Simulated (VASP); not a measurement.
Here is a VASP 6.6.1 calculation.

File INCAR:

```
ALGO     = Normal         # electronic algorithm
EDIFF    = 1E-6           # SCF threshold, eV
ENCUT    = 520            # plane-wave cutoff, eV
GGA      = PE             # functional
ISIF     = 2              # what is computed and relaxed
ISMEAR   = 0              # smearing method
LASPH    = T              # aspherical terms in the spheres
LCHARG   = T              # write CHGCAR
LELF     = T              # ELF
LREAL    = F              # projectors in reciprocal space
LVHAR    = T            
LWAVE    = F              # write WAVECAR
NBANDS   = 16             # bands
NELM     = 60             # most SCF steps
PREC     = Accurate       # precision mode
SIGMA    = 0.15           # smearing width, eV
```

The input KPOINTS:

```
k-points
0
Gamma
  12 12 12
```

The input POSCAR:

```
InSb
1.0
    0.0000000000      3.6440928005      2.6139062282
    2.9675523650      0.0000000000      2.6139062282
    2.9675523650      3.6440928005      0.0000000000
In Sb
1 1
Direct
    0.0000000000      0.0000000000      0.0000000000
    0.5000000000      0.5000000000      0.5000000000
```

Potentials or basis: VASP PAW PBE potentials, release 64 (In_d, Sb).

Command:

```console
$ cat potpaw_PBE.64/In_d/POTCAR potpaw_PBE.64/Sb/POTCAR > POTCAR
$ mpirun -np 1 vasp_std > vasp.out
```

Q: Predict the band gap on the k mesh.

A: Zero (bands 9 and 10 overlap by 2.92 eV).

Q: Estimate the pressure.

A: 11.0 GPa.

Stress tensor (GPa, compression positive):
```
 5.06  0.00  0.00
 0.00 -3.82  0.00
 0.00  0.00 31.62
```

Caveat: the cell differs from its parent crystal (strain +e along x and -e along y -0.1100, strain +e along z and -e/2 along x and y -0.1500); the cell stands under pressure; spin-orbit coupling is left out, which moves the levels of the heavy elements.
